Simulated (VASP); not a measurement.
Set up this calculation in VASP 6.6.1, as the native input.

| Quantity | Value |
| --- | --- |
| Task | single point |
| Functional | r2SCAN |
| Potentials or basis | VASP PAW PBE potentials, release 64 (Nb_sv) |
| Cutoff | 520 eV |
| k mesh | 18 × 18 × 18 |
| Occupations | fermi-dirac, width 0.1 eV |
| Spin | no spin polarisation |
| Dipole correction | no |
| Further INCAR settings | ALGO = Normal; EDIFF = 1e-07; NBANDS = 12 |

Nb:

```xyz
1
Lattice="-1.4241 1.4241 1.4241 1.4241 -1.4241 1.4241 1.4241 1.4241 -1.4241" Properties=species:S:1:pos:R:3 pbc="T T T"
Nb    0.0000    0.0000    0.0000
```

The input as run:

POSCAR

```
Nb
1.0
   -1.4240742685      1.4240742685      1.4240742685
    1.4240742685     -1.4240742685      1.4240742685
    1.4240742685      1.4240742685     -1.4240742685
Nb
1
Direct
    0.0000000000      0.0000000000      0.0000000000
```

INCAR.step1

```
SYSTEM = Nb
ALGO     = Normal         ! electronic algorithm
EDIFF    = 1E-4           ! SCF threshold, eV
ENCUT    = 520            ! plane-wave cutoff, eV
GGA      = PE             ! functional
ISMEAR   = -1             ! smearing method
LASPH    = .TRUE.         ! aspherical terms in the spheres
LCHARG   = .FALSE.        ! write CHGCAR
LREAL    = .FALSE.        ! projectors in reciprocal space
LWAVE    = .TRUE.         ! write WAVECAR
NBANDS   = 12             ! bands
NELM     = 80             ! most SCF steps
PREC     = Accurate       ! precision mode
SIGMA    = 0.1            ! smearing width, eV
```

INCAR.step2

```
SYSTEM = Nb
ALGO     = Normal         ! electronic algorithm
EDIFF    = 1E-7           ! SCF threshold, eV
ENCUT    = 520            ! plane-wave cutoff, eV
ISIF     = 2              ! what is computed and relaxed
ISMEAR   = -1             ! smearing method
ISTART   = 1            
LASPH    = .TRUE.         ! aspherical terms in the spheres
LCHARG   = .FALSE.        ! write CHGCAR
LMIXTAU  = .TRUE.       
LREAL    = .FALSE.        ! projectors in reciprocal space
LWAVE    = .FALSE.        ! write WAVECAR
METAGGA  = R2SCAN         ! meta-GGA
NBANDS   = 12             ! bands
NELM     = 80             ! most SCF steps
PREC     = Accurate       ! precision mode
SIGMA    = 0.1            ! smearing width, eV
```

KPOINTS

```
k-points
0
G
  18 18 18
  0 0 0
```

Potentials or basis: VASP PAW PBE potentials, release 64 (Nb_sv).

The run is started by

```sh
$ cat potpaw_PBE.64/Nb_sv/POTCAR > POTCAR
$ cp INCAR.step1 INCAR
$ mpirun -np 1 vasp_std > vasp.out
$ cp INCAR.step2 INCAR
$ mpirun -np 1 vasp_std > vasp.out
```

Results of the run:

The pressure is 173.4 GPa and the band gap on the k mesh is zero (an odd number of electrons rules out a gap without spin polarisation).

Caveat: the cell stands under pressure; the PAW data sets were made with another functional, which shifts forces and pressure a little.

Wall time 3.1 min on 1 thread of Intel Xeon 8259CL, with other jobs on the host, peak memory 0.15 GiB.
